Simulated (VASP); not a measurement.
# In (I4/mmm) in VASP: notebook

The runs below take In through single point, with PBE.

All numbers are computed with VASP 6.6.1; they aren't measurements. Logs are shortened: lines on timing, memory, paths and dates and some standing lists are left out, and cuts for length are marked.

## Step 1: The cell of the first run

Symmetry: I4/mmm, No. 139, tetragonal system. The conventional cell has a = 3.155 Å, b = 3.155 Å, c = 4.874 Å, α = 90.00°, β = 90.00°, γ = 90.00°. In (site symmetry 4/mmm) has 12 In at 3.15 to 3.30 Å within 4.2 Å.

## Step 2: Single point, PBE (strain -0.030 along x and y, -0.015 along z)

INCAR reads:

```
SYSTEM = In
  ALGO = Fast
  EDIFF = 1E-6
  ENCUT = 520
  GGA = PE
  ISIF = 2
  ISMEAR = 0
  LASPH = .TRUE.
  LCHARG = .FALSE.
  LREAL = .FALSE.
  LWAVE = .FALSE.
  NBANDS = 12
  NELM = 100
  PREC = Accurate
  SIGMA = 0.15
```

KPOINTS reads:

```
k-points
0
G
  20 20 20
  0 0 0
```

POSCAR reads:

```
In
1.0
   -1.5773655000      1.5773655000      2.4368407500
    1.5773655000     -1.5773655000      2.4368407500
    1.5773655000      1.5773655000     -2.4368407500
In
1
Direct
    0.0000000000      0.0000000000      0.0000000000
```

Potentials or basis: VASP PAW PBE potentials, release 64 (In_d).

The run is started by

```bash
$ cat potpaw_PBE.64/In_d/POTCAR > POTCAR
$ mpirun -np 1 vasp_std > vasp.out
```

OUTCAR:

```text
SYSTEM = In
   EDIFF = 1E-6
   ENCUT = 520
   GGA = PE
   ISIF = 2
   ISMEAR = 0
   LASPH = .TRUE.
   LREAL = .FALSE.
   NELM = 100
   PREC = Accurate

 ion  position               nearest neighbor table
   1  0.000  0.000  0.000-

  LATTYP: Found a body centered tetragonal cell.
 ALAT       =     3.1547310000
 C/A-ratio  =     1.5448802132

  Lattice vectors:

 A1 = (  -1.5773655000,   1.5773655000,   2.4368407500)
 A2 = (   1.5773655000,  -1.5773655000,   2.4368407500)
 A3 = (   1.5773655000,   1.5773655000,  -2.4368407500)

Analysis of symmetry for initial positions (statically):
=====================================================================
 Subroutine PRICEL returns:
 Original cell was already a primitive cell.

 Routine SETGRP: Setting up the symmetry group for a
 body centered tetragonal supercell.

 Subroutine GETGRP returns: Found 16 space group operations
 (whereof 16 operations were pure point group operations)
 out of a pool of 16 trial point group operations.

The static configuration has the point symmetry D_4h.

Analysis of symmetry for dynamics (positions and initial velocities):
=====================================================================
 Subroutine PRICEL returns:
 Original cell was already a primitive cell.

 Routine SETGRP: Setting up the symmetry group for a
 body centered tetragonal supercell.

 Subroutine GETGRP returns: Found 16 space group operations
 (whereof 16 operations were pure point group operations)
 out of a pool of 16 trial point group operations.

The dynamic configuration has the point symmetry D_4h.

 Subroutine INISYM returns: Found 16 space group operations
 (whereof 16 operations are pure point group operations),
 and found     1 'primitive' translations

----------------------------------------------------------------------------------------

                                     Primitive cell

  volume of cell :      24.2522

  direct lattice vectors                    reciprocal lattice vectors
    -1.577365500  1.577365500  2.436840750     0.000000000  0.316984237  0.205183699
     1.577365500 -1.577365500  2.436840750     0.316984237  0.000000000  0.205183699
     1.577365500  1.577365500 -2.436840750     0.316984237  0.316984237  0.000000000

  length of vectors
     3.303688345  3.303688345  3.303688345     0.377596818  0.377596818  0.448283407

  position of ions in fractional coordinates (direct lattice)
     0.000000000  0.000000000  0.000000000

  ion indices of the primitive-cell ions
   primitive index   ion index
                 1           1

----------------------------------------------------------------------------------------

 KPOINTS: k-points

Automatic generation of k-mesh.
 Grid dimensions read from file:
 generate k-points for:   20   20   20

 Generating k-lattice:

  Cartesian coordinates                     Fractional coordinates (reciprocal lattice)
     0.000000000  0.015849212  0.010259185     0.050000000  0.000000000 -0.000000000
     0.015849212  0.000000000  0.010259185     0.000000000  0.050000000 -0.000000000
     0.015849212  0.015849212  0.000000000     0.000000000  0.000000000  0.050000000

  Length of vectors
     0.018879841  0.018879841  0.022414170

  Shift w.r.t. Gamma in fractional coordinates (k-lattice)
     0.000000000  0.000000000  0.000000000

 Subroutine IBZKPT returns following result:
 ===========================================

 Found    641 irreducible k-points:

 Following reciprocal coordinates:
            Coordinates               Weight
  0.000000  0.000000  0.000000      1.000000
  0.050000  0.000000 -0.000000      8.000000
  0.100000 -0.000000  0.000000      8.000000
  0.150000  0.000000  0.000000      8.000000
  0.200000 -0.000000  0.000000      8.000000
  0.250000 -0.000000  0.000000      8.000000
[... 16 lines left out ...]
 -0.400000  0.050000 -0.000000     16.000000
 -0.350000  0.050000  0.000000     16.000000
 [... further k-points ...]
   k-points           NKPTS =    641   k-points in BZ     NKDIM =    641   number of bands    NBANDS=     12
   number of dos      NEDOS =    301   number of ions     NIONS =      1
   total plane-waves  NPLWV =  21952
   dimension x,y,z NGX =    28 NGY =   28 NGZ =   28
   dimension x,y,z NGXF=    56 NGYF=   56 NGZF=   56
   ions per type =               1
   NGX,Y,Z   is equivalent  to a cutoff of  14.09, 14.09, 14.09 a.u.
   NGXF,Y,Z  is equivalent  to a cutoff of  28.18, 28.18, 28.18 a.u.
 SYSTEM =  In
   PREC   = accura    normal or accurate (medium, high low for compatibility)
   ISTART =      0    job   : 0-new  1-cont  2-samecut
   ICHARG =      2    charge: 1-file 2-atom 10-const
   ISPIN  =      1    spin polarized calculation?
   LNONCOLLINEAR =      F non collinear calculations
   LSORBIT =      F    spin-orbit coupling
   LASPH  =      T    aspherical Exc in radial PAW
   ENCUT  =  520.0 eV  38.22 Ry    6.18 a.u.   6.14  6.14  6.14*2*pi/ulx,y,z
   NELM   =    100;   NELMIN=  2; NELMDL= -5     # of ELM steps
   EDIFF  = 0.1E-05   stopping-criterion for ELM
   LREAL  =      F    real-space projection
   EDIFFG = 0.1E-04   stopping-criterion for IOM
   NSW    =      0    number of steps for IOM
   IBRION =     -1    ionic relax: 0-MD 1-quasi-New 2-CG
   NFREE  =      0    steps in history (QN), initial steepest desc. (CG)
   ISIF   =      2    stress and relaxation
   ISYM   =      2    0-nonsym 1-usesym 2-fastsym
   POTIM  = 0.5000    time-step for ionic-motion
   TEBEG  =    0.0;   TEEND  =   0.0 temperature during run
   PSTRESS=    0.0 pullay stress
   NELECT =      13.0000    total number of electrons
   NUPDOWN=      -1.0000    fix difference up-down
   EMIN   =  10.00;   EMAX   =-10.00  energy-range for DOS
   EFERMI =   0.00;   METHOD = LEGACY
   ISMEAR =     0;   SIGMA  =   0.15  broadening in eV -4-tet -1-fermi 0-gaus
   EFERMI_NEDOS =   21; number of points for ismear=-14 and -15
   IALGO  =     68    algorithm
   IMIX   =      4    mixing-type and parameters
     AMIX     =   0.40;   BMIX     =  1.00
     AMIX_MAG =   1.60;   BMIX_MAG =  1.00
  volume/ion in A,a.u.               =      24.25       163.66
  Fermi-wavevector in a.u.,A,eV,Ry     =   1.329858  2.513068 24.062215  1.768523
  Thomas-Fermi vector in A             =   2.458989
   LORBIT       =      0    0 simple, 1 ext, 2 COOP (PROOUT), +10 PAW based schemes
   GGA     = PE    functional components
   LHFCALC =     F    Hartree Fock is set to
   AEXX    =    0.0000 exact exchange contribution
   IVDW    =     0    specifies the selected vdW correction
   LEPSILON=     F    determine dielectric tensor
   LRPA    =     F    only Hartree local field effects (RPA)
 non-spin polarized calculation
 RMM-DIIS sequential band-by-band and
 Gauss-broadening in eV      SIGMA  =   0.15
  energy-cutoff  :      520.00
  volume of cell :       24.25
 maximum number of plane-waves:       668
 NGX is ok and might be reduce to    28
   NGX = 13   NGY = 13   NGZ = 13

 number of electron      12.9999996 magnetization

 Free energy of the ion-electron system (eV)
  ---------------------------------------------------
  ext. energy  EPLUGINS =         0.00000000
  ---------------------------------------------------
  free energy    TOTEN  =        -2.50569296 eV

  energy without entropy =       -2.49983472  energy(sigma->0) =       -2.50276384

 E-fermi :   8.4593     XC(G=0): -10.6183

 val. band max:        8.4511788737   @ k =  -0.4500   0.4500   0.0500
 cond. band min:       8.4605307773   @ k =   0.5000   0.4000   0.0500
 fundamental gap:      0.0093519036
 Fermi energy:         8.4593321278

 k-point     1 :       0.0000    0.0000    0.0000
  band No.  band energies     occupation
      1      -6.4147      2.00000
      2      -6.2588      2.00000
      3      -6.2588      2.00000
      4      -6.1820      2.00000
      5      -6.0302      2.00000
      6      -1.6698      2.00000
      7      19.6537      0.00000
      8      19.6537      0.00000
      9      19.8934      0.00000
     10      20.1737      0.00000
     11      23.0691      0.00000
     12      23.1773      0.00000

 k-point     2 :       0.0500    0.0000   -0.0000
  band No.  band energies     occupation
      1      -6.4094      2.00000
      2      -6.2595      2.00000
      3      -6.2540      2.00000
      4      -6.1810      2.00000
      5      -6.0325      2.00000
      6      -1.6117      2.00000
      7      18.8553      0.00000
      8      19.5816      0.00000
      9      19.6465      0.00000
     10      20.1157      0.00000
     11      23.3097      0.00000
     12      23.3363      0.00000

 k-point     3 :       0.1000   -0.0000    0.0000
  band No.  band energies     occupation
      1      -6.3957      2.00000
      2      -6.2630      2.00000
      3      -6.2407      2.00000
      4      -6.1754      2.00000
      5      -6.0386      2.00000
      6      -1.4363      2.00000
      7      17.1679      0.00000
      8      19.2049      0.00000
      9      19.3997      0.00000
     10      20.1192      0.00000
     11      22.8139      0.00000
     12      23.7727      0.00000
[... 286 lines left out ...]
 k-point    23 :      -0.4000    0.0500   -0.0000
  band No.  band energies     occupation
      1      -6.3889      2.00000
      2      -6.3441      2.00000
      3      -6.2284      2.00000
      4      -5.9881      2.00000
      5      -5.9277      2.00000
      6       1.9576      2.00000
      7       7.5422      2.00000
      8      16.1222      0.00000
      9      18.1459      0.00000
     10      19.6397      0.00000
     11      20.8161      0.00000
     12      22.9654      0.00000

 k-point    24 :      -0.3500    0.0500    0.0000
  band No.  band energies     occupation
      1      -6.3739      2.00000
      2      -6.3335      2.00000
      3      -6.2161      2.00000
      4      -6.0197      2.00000
      5      -5.9681      2.00000
      6       1.0822      2.00000
      7       9.0484      0.00000
      8      16.3552      0.00000
      9      18.2686      0.00000
     10      20.0242      0.00000
     11      21.1137      0.00000
     12      22.8813      0.00000

 [... further k-points ...]
[... 5 lines left out ...]
  --------------------------------------------------------------------------------------
  -------------------------------------------------------------------------------------
  Total        0.9395794      0.9395794      0.9050883      0.0000000     -0.0000000      0.0000000
  in kB       62.0715002     62.0715002     59.7929144      0.0000000     -0.0000000      0.0000000
  external PRESSURE =      61.3119716 kB  Pullay stress =       0.0000000 kB

 VOLUME and BASIS-vectors are now :
 -----------------------------------------------------------------------------
  energy-cutoff  :      520.00
  volume of cell :       24.25
      direct lattice vectors                 reciprocal lattice vectors
    -1.577365500  1.577365500  2.436840750     0.000000000  0.316984237  0.205183699
     1.577365500 -1.577365500  2.436840750     0.316984237  0.000000000  0.205183699
     1.577365500  1.577365500 -2.436840750     0.316984237  0.316984237  0.000000000

 POSITION                                       TOTAL-FORCE (eV/Angst)
 -----------------------------------------------------------------------------------
      0.00000      0.00000      0.00000         0.000000      0.000000      0.000000
 -----------------------------------------------------------------------------------
    total drift:                               -0.000000     -0.000000     -0.000000

  FREE ENERGIE OF THE ION-ELECTRON SYSTEM (eV)
  ---------------------------------------------------
  free  energy   TOTEN  =        -2.5056929551 eV

  energy  without entropy=       -2.4998347215  energy(sigma->0) =       -2.50276384
```

Run time: 3.6 min. Hardware: 1 thread of Intel Xeon 6975P-C, shared host; peak memory 0.3 GiB.

Results:

```yaml
Free_energy: -2.5057 eV
Pressure: 6.1 GPa
```

Caveat: the cell differs from its parent crystal (strain -0.030 along x and y, -0.015 along z); spin-orbit coupling is left out, which moves the levels of the heavy elements.

(Part 1 of 2 ends here.)
